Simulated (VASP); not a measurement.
Input of a VASP 6.6.1 run:

The input INCAR:

```
SYSTEM = Si25Ge7C32
  PREC = Accurate
  ENCUT = 700
  EDIFF = 1E-6
  ISMEAR = -1
  SIGMA = 0.05
  LREAL = Auto
  LASPH = .True.
  NELM = 120
  ALGO = Normal
  ISIF = 2
  LWAVE = .False.
  LCHARG = .False.
  GGA = PS
  ISYM = -1
  NBANDS = 201
  GGA_COMPAT = .False.
```

The input KPOINTS:

```
explicit points
1
Reciprocal
  0.25000000   0.25000000   0.25000000 1
```

The input POSCAR:

```
Si25Ge7C32
1.0
    8.8010790000      0.0000000000      0.0000000000
    0.0000000000      8.8010790000      0.0000000000
    0.0000000000      0.0000000000      8.8010790000
Si C Ge
25 32 7
Direct
    0.9982740000      0.0101690000      0.9835770000
    0.9974390000      0.9756500000      0.4749990000
    0.0090770000      0.5139320000      0.9958830000
    0.9993660000      0.4989250000      0.4965620000
    0.4844530000      0.9786710000      0.0027590000
    0.4996400000      0.9928620000      0.4974990000
    0.4878240000      0.4830560000      0.9951490000
    0.5094890000      0.5008400000      0.5003250000
    0.2545220000      0.2596880000      0.9900730000
    0.2487010000      0.2731610000      0.5035060000
    0.2433570000      0.7375750000      0.5044350000
    0.7574170000      0.2188710000      0.4969360000
    0.7622000000      0.7493850000      0.9995040000
    0.2483700000      0.9834850000      0.2575640000
    0.2292320000      0.9904100000      0.7559910000
    0.2727300000      0.5026900000      0.2417520000
    0.2578590000      0.5161720000      0.7346680000
    0.7660500000      0.9945540000      0.2423670000
    0.7508320000      0.4929230000      0.7608840000
    0.9880790000      0.2549220000      0.2696970000
    0.0063640000      0.2577170000      0.7548900000
    0.0027740000      0.7446370000      0.2475110000
    0.5043420000      0.2488590000      0.7421420000
    0.4959960000      0.7628280000      0.2419180000
    0.4883790000      0.7581080000      0.7515790000
    0.1308080000      0.1156940000      0.1096190000
    0.1156060000      0.1224440000      0.6254740000
    0.1259100000      0.6299060000      0.1164330000
    0.1302090000      0.6284980000      0.6361290000
    0.6294580000      0.1253440000      0.1120270000
    0.6355760000      0.1408520000      0.6184050000
    0.6267290000      0.6239110000      0.1078080000
    0.5952100000      0.6319000000      0.6211920000
    0.3734900000      0.3840690000      0.1140380000
    0.3832740000      0.3796390000      0.6357760000
    0.3680320000      0.8757840000      0.1348030000
    0.3722910000      0.8790050000      0.6176000000
    0.8973480000      0.3775730000      0.1299210000
    0.8746960000      0.3976200000      0.6261700000
    0.8792730000      0.8710390000      0.1194200000
    0.8576600000      0.8623570000      0.6233870000
    0.3834900000      0.1059780000      0.3616350000
    0.3671200000      0.1332200000      0.8672150000
    0.3711040000      0.6159340000      0.3798580000
    0.3806030000      0.6450850000      0.8786930000
    0.8763270000      0.1290090000      0.3691150000
    0.8651210000      0.1229460000      0.8670360000
    0.8761410000      0.6177230000      0.3825450000
    0.8688220000      0.6075420000      0.8831740000
    0.1190320000      0.3690520000      0.3767940000
    0.1589810000      0.3858370000      0.8846590000
    0.1483240000      0.8833970000      0.3744440000
    0.1314760000      0.8799380000      0.8951670000
    0.6209490000      0.3896090000      0.3689910000
    0.6350150000      0.3713510000      0.8787200000
    0.6232040000      0.8727560000      0.3504870000
    0.6364480000      0.8605580000      0.8957420000
    0.2337270000      0.7447830000      0.9960050000
    0.7331760000      0.2293930000      0.0193670000
    0.7388590000      0.7504640000      0.4822660000
    0.7579270000      0.0106210000      0.7485490000
    0.7600690000      0.5058050000      0.2550580000
    0.0001670000      0.7566690000      0.7359070000
    0.5128600000      0.2394550000      0.2368760000
```

Potentials or basis: VASP PAW PBE potentials, release 64 (Si, C, Ge_d).

The run is started by

```bash
$ cat potpaw_PBE.64/Si/POTCAR potpaw_PBE.64/C/POTCAR potpaw_PBE.64/Ge_d/POTCAR > POTCAR
$ mpirun -np 1 vasp_std > vasp.out
```

**Question.** What does it give for the pressure?

**Answer.** 8.5 GPa.

**Question.** Predict the band gap on the k mesh.

**Answer.** 1.35 eV.

**Question.** What does it give for the largest force?

**Answer.** 18.583 eV/Å.

Forces on the atoms (eV/Å):
```
Si    0.108  -0.411   2.845
Si   -0.165   3.364   3.705
Si    0.115  -4.298   0.665
Si    0.658   0.058   1.269
Si    1.944   2.737  -1.397
Si    0.320   1.378  -0.960
Si    4.348   4.869  -2.366
Si   -2.389  -1.073  -0.403
Si    0.735  -3.802   3.275
Si    0.950  -4.318   0.587
Si    2.531   1.741  -1.250
Si    0.134   7.831  -0.790
Si   -1.097  -2.733   0.937
Si    2.730   6.509  -5.532
Si    3.130   2.992  -2.140
Si   -3.957  -0.114   0.631
Si    1.969  -2.328   4.619
Si   -2.611   0.514  -0.863
Si   -1.494   1.336  -1.573
Si    3.845   0.257  -5.104
Si   -0.493   0.492  -0.424
Si    0.258   0.369  -0.021
Si   -0.039   0.215   1.900
Si    0.354  -4.453  -0.834
Si    2.433   0.396  -0.147
C    -0.500   1.318   2.336
C    -0.119  -0.087  -0.624
C    -1.211  -2.392   4.513
C    -1.339  -0.462  -3.981
C    -7.739 -11.808   7.952
C    -3.877  -4.221   1.597
C    -1.025   0.325   1.856
C     3.677   0.164   1.654
C    -0.530  -3.416   1.810
C    -0.556   0.618  -2.678
C    -0.207  -0.915  -1.401
C    -0.993  -0.560   1.773
C    -1.668  -0.216  -0.464
C     0.757  -3.721   0.029
C     1.492   0.697   0.548
C     1.810   2.193  -2.653
C    -0.866   2.518   1.693
C     1.743  -2.607  -0.087
C     0.748   1.733  -0.359
C    -1.074  -3.663  -0.773
C    -0.298  -4.919   0.281
C     4.534   3.233   2.935
C     2.874   3.024  -0.530
C     1.271   2.993  -1.145
C     1.587   2.448   0.090
C    -5.427   3.266  -4.092
C    -5.838  -6.279   3.549
C    -3.684   1.763  -4.731
C     1.242  -3.654   1.002
C    -2.959  -0.883  -0.340
C     1.006   2.489   2.178
C    -3.251   3.247  -3.952
Ge    5.091   0.663   1.065
Ge   11.345  10.960  -9.824
Ge   -0.906  -1.471   2.391
Ge   -3.737  -3.661  -1.207
Ge   -1.927  -1.293  -3.662
Ge   -1.033  -1.090   3.825
Ge   -2.730   2.139   2.796
```

Caveat: the cell stands under pressure; the PAW data sets were made with another functional, which shifts forces and pressure a little; a shifted mesh leaves out Γ, where band edges can lie. A k mesh can miss the band edges.
